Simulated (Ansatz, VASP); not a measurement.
## One calculation of CsI, two programs

```
Cs I
1.0
     4.55143    0.00000    0.00000
     0.00000    4.55143    0.00000
     0.00000    0.00000    4.55143
Cs I
1 1
Direct
  0.00000 0.00000 0.00000
  0.50000 0.50000 0.50000
```

Change from the starting cell: volume scaled by 0.99, crystal datasets.

Alike in both runs: task electric field gradients; functional LDA; k mesh 7 × 7 × 7; occupations fermi-dirac, width 0.01 eV; no spin polarisation.

|  | VASP | Ansatz |
| --- | --- | --- |
| version | VASP 6.6.1 | Ansatz 0.2.0 |
| potentials or method | VASP PAW LDA potentials, release 64 (Cs_sv, I), cutoff 400 eV | all-electron PAW with datasets made for the crystal, scalar-relativistic |

|  | VASP | Ansatz | Ansatz less VASP |
| --- | --- | --- | --- |
| gap on the k mesh at the Fermi level (eV) | 3.60 | 3.59 | -0.009 |
| pressure (GPa) | -1.3 | -1.3 | -0.04 |

LDA's correlation is that of Perdew and Zunger in VASP and of Perdew and Wang (1992) in Ansatz. Ansatz ran all-electron here, and VASP with PAW potentials.

Neither program's run includes spin-orbit coupling.
